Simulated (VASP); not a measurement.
# Si62Ge (a cell with a defect) in VASP: single point with PBEsol

Aim: the single point of Si62Ge (a cell with a defect) with PBEsol.

Program: VASP 6.6.1. These are calculated values, not measurements. Logs are shortened: lines on timing, memory, paths and dates and some standing lists are left out, and cuts for length are marked.

## Step 1: The cell of the first run

The cell holds a defect, 63 atoms: a = 10.866 Å, b = 10.866 Å, c = 10.866 Å, α = 90.00°, β = 90.00°, γ = 90.00°.

## Step 2: Single point, PBEsol, collinear spin

Contents of INCAR:

```
SYSTEM = Si62Ge
PREC     = Accurate       ! precision mode
ENCUT    = 410            ! plane-wave cutoff, eV
EDIFF    = 1E-6           ! SCF threshold, eV
ISMEAR   = -1             ! smearing method
SIGMA    = 0.05           ! smearing width, eV
LREAL    = Auto         
LASPH    = .True.         ! aspherical terms in the spheres
NELM     = 200            ! most SCF steps
ALGO     = Normal         ! electronic algorithm
ISIF     = 2              ! what is computed and relaxed
LWAVE    = .False.        ! write WAVECAR
LCHARG   = .False.        ! write CHGCAR
ISPIN    = 2              ! spin polarisation
MAGMOM   = 0 0 0 0 0 0 0 0 0 0 0 0 0 0 0 0 0 0 0 0 0 0.143 0 0.143 0 0 0 0 0 0 0 0 0 0 0 0 0 0.143 0 0 0.143 0 0 0 0 0 0 0 0 0 0 0 0 0.143 0 0 0 0 0.143 0 0 0 0.143 ! initial moments
LORBIT   = 11             ! projections on sites
GGA      = PS             ! functional
NELECT   = 261.0        
NBANDS   = 172            ! bands
GGA_COMPAT= .False.
```

Contents of KPOINTS:

```
regular mesh
0
Gamma
  1 1 1
  0 0 0
```

Contents of POSCAR:

```
Si62Ge
1.0
   10.8655790000      0.0000000000      0.0000000000
    0.0000000000     10.8655790000      0.0000000000
    0.0000000000      0.0000000000     10.8655790000
Si Ge
62 1
Direct
    0.0005500000      0.9999200000      0.0003400000
    0.9999000000      0.9994000000      0.5016900000
    0.9998500000      0.5013100000      0.9997300000
    0.0007000000      0.4997700000      0.5001600000
    0.5019400000      0.9993800000      0.9997400000
    0.5003800000      0.0001300000      0.5001700000
    0.5004000000      0.4997400000      0.0005100000
    0.1253500000      0.1247500000      0.1251200000
    0.1263300000      0.1257300000      0.6252600000
    0.1263200000      0.6247800000      0.1261200000
    0.1246200000      0.6253000000      0.6257500000
    0.6253800000      0.1258100000      0.1262400000
    0.6260300000      0.1239700000      0.6257300000
    0.6260000000      0.6253700000      0.1243400000
    0.2508500000      0.2502700000      0.0003900000
    0.2522900000      0.2516400000      0.4996500000
    0.2501700000      0.7496100000      0.0006100000
    0.2537700000      0.7473100000      0.5027900000
    0.7502000000      0.2495600000      0.0006700000
    0.7477500000      0.2532900000      0.5027000000
    0.7506800000      0.7500500000      0.9991800000
    0.7482700000      0.7476600000      0.4990500000
    0.3757400000      0.3750700000      0.1253800000
    0.3797200000      0.3788800000      0.6193100000
    0.3745500000      0.8738400000      0.1263700000
    0.3761300000      0.8756500000      0.6260600000
    0.8744100000      0.3738900000      0.1264700000
    0.8762500000      0.3754400000      0.6260400000
    0.8754200000      0.8748500000      0.1249700000
    0.8740200000      0.8733800000      0.6250800000
    0.2508900000      0.0000300000      0.2506600000
    0.2502200000      0.0002000000      0.7499900000
    0.2523000000      0.4992100000      0.2520200000
    0.2537900000      0.5023200000      0.7476900000
    0.7502600000      0.0002400000      0.2499600000
    0.7507000000      0.9988200000      0.7504700000
    0.7478400000      0.5023600000      0.2535900000
    0.7483000000      0.4986200000      0.7480500000
    0.3757600000      0.1250700000      0.3754900000
    0.3745000000      0.1259600000      0.8742700000
    0.3795800000      0.6189400000      0.3792700000
    0.3761200000      0.6256700000      0.8760600000
    0.8743300000      0.1260800000      0.3743600000
    0.8754800000      0.1246100000      0.8753000000
    0.8762800000      0.6257000000      0.3758200000
    0.8739900000      0.6246900000      0.8737200000
    0.0006200000      0.2502300000      0.2507000000
    0.0008000000      0.2496100000      0.7500200000
    0.0008200000      0.7496400000      0.2499200000
    0.9994900000      0.7500200000      0.7504300000
    0.4999600000      0.2518800000      0.2521900000
    0.5030500000      0.2530500000      0.7477800000
    0.5030300000      0.7473300000      0.2534900000
    0.4993200000      0.7475900000      0.7479900000
    0.1256300000      0.3751400000      0.3755000000
    0.1265700000      0.3739500000      0.8742400000
    0.1265500000      0.8738700000      0.3743200000
    0.1252200000      0.8748900000      0.8752300000
    0.6190100000      0.3795800000      0.3798800000
    0.6263200000      0.3754500000      0.8760900000
    0.6263100000      0.8756900000      0.3758600000
    0.6253000000      0.8733700000      0.8737900000
    0.6135100000      0.6127000000      0.6131600000
```

Potentials or basis: VASP PAW PBE potentials, release 64 (Si, Ge_d).

Started as:

```sh
> cat potpaw_PBE.64/Si/POTCAR potpaw_PBE.64/Ge_d/POTCAR > POTCAR
> mpirun -np 1 vasp_gam > vasp.out
```

OUTCAR:

```text
SYSTEM = Si62Ge
   PREC = Accurate
   ENCUT = 410
   EDIFF = 1E-6
   ISMEAR = -1
   LREAL = Auto
   LASPH = .True.
   NELM = 200
   ISIF = 2
   ISPIN = 2
   LORBIT = 11
   GGA = PS
   NELECT = 261.0

 ion  position               nearest neighbor table
   1  0.001  1.000  0.000-   8 2.35  44 2.35  58 2.35  29 2.35
   2  1.000  0.999  0.502-  30 2.35   9 2.36  57 2.38  43 2.38
   3  1.000  0.501  1.000-  46 2.35  10 2.36  56 2.38  27 2.38
   4  0.001  0.500  0.500-  55 2.35  28 2.35  45 2.35  11 2.35
   5  0.502  0.999  1.000-  62 2.35  12 2.36  40 2.38  25 2.38
   6  0.500  0.000  0.500-  39 2.35  26 2.35  61 2.35  13 2.35
[... 50 lines left out ...]
  57  0.127  0.874  0.374-  31 2.35  49 2.35   2 2.38  18 2.40
  58  0.125  0.875  0.875-   1 2.35  50 2.35  32 2.36  17 2.36
  59  0.619  0.380  0.380-  51 2.35  20 2.37  37 2.37
  60  0.626  0.375  0.876-  38 2.34  52 2.35  19 2.35   7 2.35
  61  0.626  0.876  0.376-  22 2.34  53 2.35  35 2.35   6 2.35
  62  0.625  0.873  0.874-  21 2.35  36 2.35   5 2.35  54 2.37
  63  0.614  0.613  0.613-  38 2.41  22 2.41  54 2.42

  LATTYP: Found a simple cubic cell.
 ALAT       =    10.8655790000

  Lattice vectors:

 A1 = (  10.8655790000,   0.0000000000,   0.0000000000)
 A2 = (   0.0000000000,  10.8655790000,   0.0000000000)
 A3 = (   0.0000000000,   0.0000000000,  10.8655790000)

Analysis of symmetry for initial positions (statically):
=====================================================================
 Subroutine PRICEL returns:
 Original cell was already a primitive cell.

 Routine SETGRP: Setting up the symmetry group for a
 simple cubic supercell.

 Subroutine GETGRP returns: Found  1 space group operations
 (whereof  1 operations were pure point group operations)
 out of a pool of 48 trial point group operations.

The static configuration has the point symmetry C_1 .

Analysis of symmetry for dynamics (positions and initial velocities):
=====================================================================
 Subroutine PRICEL returns:
 Original cell was already a primitive cell.

 Routine SETGRP: Setting up the symmetry group for a
 simple cubic supercell.

 Subroutine GETGRP returns: Found  1 space group operations
 (whereof  1 operations were pure point group operations)
 out of a pool of 48 trial point group operations.

The dynamic configuration has the point symmetry C_1 .

Analysis of structural, dynamic, and magnetic symmetry:
=====================================================================
 Subroutine PRICEL returns:
 Original cell was already a primitive cell.

 Routine SETGRP: Setting up the symmetry group for a
 simple cubic supercell.

 Subroutine GETGRP returns: Found  1 space group operations
 (whereof  1 operations were pure point group operations)
 out of a pool of 48 trial point group operations.

The overall configuration has the point symmetry C_1 .

 Subroutine INISYM returns: Found  1 space group operations
 (whereof  1 operations are pure point group operations),
 and found     1 'primitive' translations

----------------------------------------------------------------------------------------

                                     Primitive cell

  volume of cell :    1282.7990

  direct lattice vectors                    reciprocal lattice vectors
    10.865579000  0.000000000  0.000000000     0.092033752  0.000000000  0.000000000
     0.000000000 10.865579000  0.000000000     0.000000000  0.092033752  0.000000000
     0.000000000  0.000000000 10.865579000     0.000000000  0.000000000  0.092033752

  length of vectors
[... 180 lines left out ...]
   EDIFF  = 0.1E-05   stopping-criterion for ELM
   LREAL  =      T    real-space projection
   EDIFFG = 0.1E-04   stopping-criterion for IOM
   NSW    =      0    number of steps for IOM
   IBRION =     -1    ionic relax: 0-MD 1-quasi-New 2-CG
   NFREE  =      0    steps in history (QN), initial steepest desc. (CG)
   ISIF   =      2    stress and relaxation
   ISYM   =      2    0-nonsym 1-usesym 2-fastsym
   POTIM  = 0.5000    time-step for ionic-motion
   TEBEG  =    0.0;   TEEND  =   0.0 temperature during run
   PSTRESS=    0.0 pullay stress
   NELECT =     261.0000    total number of electrons
   NUPDOWN=      -1.0000    fix difference up-down
   EMIN   =  10.00;   EMAX   =-10.00  energy-range for DOS
   EFERMI =   0.00;   METHOD = LEGACY
   ISMEAR =    -1;   SIGMA  =   0.05  broadening in eV -4-tet -1-fermi 0-gaus
   EFERMI_NEDOS =   21; number of points for ismear=-14 and -15
   IALGO  =     38    algorithm
   IMIX   =      4    mixing-type and parameters
     AMIX     =   0.40;   BMIX     =  1.00
     AMIX_MAG =   1.60;   BMIX_MAG =  1.00
  volume/ion in A,a.u.               =      20.36       137.41
  Fermi-wavevector in a.u.,A,eV,Ry     =   0.962873  1.819565 12.614281  0.927123
  Thomas-Fermi vector in A             =   2.092369
   LORBIT       =     11    0 simple, 1 ext, 2 COOP (PROOUT), +10 PAW based schemes
   GGA     = PS    functional components
   LHFCALC =     F    Hartree Fock is set to
   AEXX    =    0.0000 exact exchange contribution
   IVDW    =     0    specifies the selected vdW correction
   LEPSILON=     F    determine dielectric tensor
   LRPA    =     F    only Hartree local field effects (RPA)
 spin polarized calculation
  energy-cutoff  :      410.00
  volume of cell :     1282.80
 maximum number of plane-waves:     12056
 NGX is ok and might be reduce to    70
   NGX = 35   NGY = 35   NGZ = 35

 number of electron     260.9999965 magnetization       0.0010781

 Free energy of the ion-electron system (eV)
  ---------------------------------------------------
  ext. energy  EPLUGINS =         0.00000000
  ---------------------------------------------------
  free energy    TOTEN  =      -357.67104919 eV

  energy without entropy =     -357.53308362  energy(sigma->0) =     -357.60206640

 E-fermi :   6.0712     XC(G=0):  -9.4840

 val. band max:        5.3413979317   @ k =   0.0000   0.0000   0.0000
 cond. band min:       6.1134522830   @ k =   0.0000   0.0000   0.0000
 fundamental gap:      0.7720543512
 Fermi energy:         6.0712380326

 spin component 1

 k-point     1 :       0.0000    0.0000    0.0000
  band No.  band energies     occupation
      1     -18.4231      1.00000
      2     -18.4185      1.00000
      3     -18.4184      1.00000
      4     -18.3665      1.00000
      5     -18.3665      1.00000
      6      -6.2840      1.00000
[... 134 lines left out ...]
    141       6.7395      0.00000
    142       6.7645      0.00000
 Fermi energy:         6.0712380326

 spin component 2

 k-point     1 :       0.0000    0.0000    0.0000
  band No.  band energies     occupation
      1     -18.4230      1.00000
      2     -18.4184      1.00000
      3     -18.4183      1.00000
      4     -18.3665      1.00000
      5     -18.3664      1.00000
      6      -6.2840      1.00000
[... 134 lines left out ...]
    141       6.7395      0.00000
    142       6.7645      0.00000
 [bands above 142 left out]

------------------------ aborting loop because EDIFF is reached ----------------------------------------

  FORCE on cell =-STRESS in cart. coord.  units (eV):
  Direction    XX          YY          ZZ          XY          YZ          ZX
  --------------------------------------------------------------------------------------
  -------------------------------------------------------------------------------------
  Total       -8.7171078     -8.7279284     -8.7148458      0.5788041      0.5189495      0.6097217
  in kB      -10.8874050    -10.9009196    -10.8845798      0.7229088      0.6481523      0.7615240
  external PRESSURE =     -10.8909681 kB  Pullay stress =       0.0000000 kB

 VOLUME and BASIS-vectors are now :
 -----------------------------------------------------------------------------
  energy-cutoff  :      410.00
  volume of cell :     1282.80
      direct lattice vectors                 reciprocal lattice vectors
    10.865579000  0.000000000  0.000000000     0.092033752  0.000000000  0.000000000
     0.000000000 10.865579000  0.000000000     0.000000000  0.092033752  0.000000000
     0.000000000  0.000000000 10.865579000     0.000000000  0.000000000  0.092033752

 POSITION                                       TOTAL-FORCE (eV/Angst)
 -----------------------------------------------------------------------------------
      0.00598     10.86471      0.00369        -0.001310     -0.000724     -0.001279
     10.86449     10.85906      5.45115         0.042920      0.043704     -0.215945
     10.86395      5.44702     10.86265         0.046903     -0.218688      0.047381
      0.00761      5.43029      5.43453         0.003953      0.035058      0.032429
      5.45387     10.85884     10.86275        -0.220555      0.041915      0.047831
      5.43692      0.00141      5.43464         0.036330      0.003197      0.031621
[... 55 lines left out ...]
      6.79425      9.48967      9.49423         0.145570     -0.038353     -0.045798
      6.66614      6.65734      6.66234        -0.055198     -0.049189     -0.052774
 -----------------------------------------------------------------------------------
    total drift:                                0.039339     -0.004701      0.021217

  FREE ENERGIE OF THE ION-ELECTRON SYSTEM (eV)
  ---------------------------------------------------
  free  energy   TOTEN  =      -357.6710491895 eV

  energy  without entropy=     -357.5330836178  energy(sigma->0) =     -357.60206640

 total charge

# of ion       s       p       d       tot
------------------------------------------
    1        0.739   0.951   0.000   1.691
    2        0.749   0.926   0.000   1.674
    3        0.749   0.926   0.000   1.674
    4        0.737   0.956   0.000   1.694
    5        0.749   0.926   0.000   1.674
    6        0.738   0.956   0.000   1.694
[... 55 lines left out ...]
   62        0.744   0.940   0.000   1.684
   63        1.169   1.163  10.009  12.342
--------------------------------------------------
tot         47.299  59.344  10.009 116.652

 magnetization (x)

# of ion       s       p       d       tot
------------------------------------------
    1        0.000  -0.000   0.000  -0.000
    2       -0.000   0.000   0.000   0.000
    3       -0.000   0.000   0.000   0.000
    4       -0.000  -0.000   0.000  -0.000
    5       -0.000   0.000   0.000   0.000
    6       -0.000  -0.000   0.000  -0.000
[... 55 lines left out ...]
   62        0.000   0.000   0.000   0.000
   63        0.000   0.000  -0.000   0.000
--------------------------------------------------
tot          0.000   0.000  -0.000   0.000
```

Wall time 10 min (1 thread of Intel Xeon Platinum 8488C (Sapphire Rapids), shared host); peak memory 1 GiB.

What came out:

```
Free energy                                           : -357.6710 eV
Largest force                                         : 0.230 eV/Å
Net moment                                            : 0.00 μB per cell
Valence electrons inside the program's atomic spheres : Si 1.69, 1.67, 1.68, 1.70, 1.62 (each value once); Ge 12.34
```

Forces on the atoms (eV/Å):
```
Si  -0.001 -0.001 -0.001
Si   0.043  0.044 -0.216
Si   0.047 -0.219  0.047
Si   0.004  0.035  0.032
Si  -0.221  0.042  0.048
Si   0.036  0.003  0.032
Si   0.034  0.037  0.003
Si   0.014  0.010  0.017
Si  -0.041 -0.040  0.141
Si  -0.041  0.146 -0.044
Si   0.047 -0.034 -0.036
Si   0.148 -0.043 -0.044
Si  -0.036  0.044 -0.032
Si  -0.034 -0.038  0.047
Si  -0.017 -0.017 -0.007
Si   0.044  0.050 -0.172
Si   0.023  0.037  0.011
Si  -0.036  0.021 -0.125
Si   0.041  0.020  0.012
Si   0.020 -0.030 -0.117
Si   0.004  0.004  0.013
Si   0.086  0.084 -0.121
Si   0.005  0.004 -0.009
Si   0.020  0.026  0.202
Si   0.067 -0.044  0.006
Si   0.006 -0.032 -0.038
Si  -0.047  0.071  0.004
Si  -0.031  0.006 -0.041
Si   0.012  0.007 -0.025
Si  -0.041 -0.042  0.148
Si  -0.015 -0.008 -0.016
Si   0.020  0.010  0.038
Si   0.043 -0.171  0.044
Si  -0.028 -0.118  0.021
Si   0.032  0.011  0.023
Si   0.006  0.013  0.005
Si   0.019 -0.118 -0.027
Si   0.084 -0.121  0.086
Si   0.005 -0.012  0.000
Si   0.073  0.008 -0.047
Si   0.026  0.202  0.025
Si   0.004 -0.040 -0.033
Si  -0.041  0.006  0.068
Si   0.006 -0.024  0.005
Si  -0.032 -0.040  0.007
Si  -0.040  0.147 -0.039
Si  -0.008 -0.014 -0.017
Si   0.012  0.017  0.038
Si   0.012  0.036  0.024
Si   0.011  0.009  0.005
Si  -0.181  0.044  0.050
Si  -0.122 -0.031  0.018
Si  -0.122  0.023 -0.032
Si  -0.121  0.086  0.087
Si  -0.009 -0.001  0.007
Si   0.006  0.070 -0.045
Si   0.010 -0.045  0.069
Si  -0.023  0.001  0.008
Si   0.207  0.021  0.019
Si  -0.039  0.007 -0.032
Si  -0.040 -0.032  0.007
Si   0.146 -0.038 -0.046
Ge  -0.055 -0.049 -0.053
```

Caveat: the k points lie up to 0.58 Å⁻¹ apart; the cell carries a net charge on a neutralising background, which shifts energy and pressure; the cell is charged against a uniform background, so pressure and absolute levels hang on convention; the PAW data sets were made with another functional, which shifts forces and pressure a little.
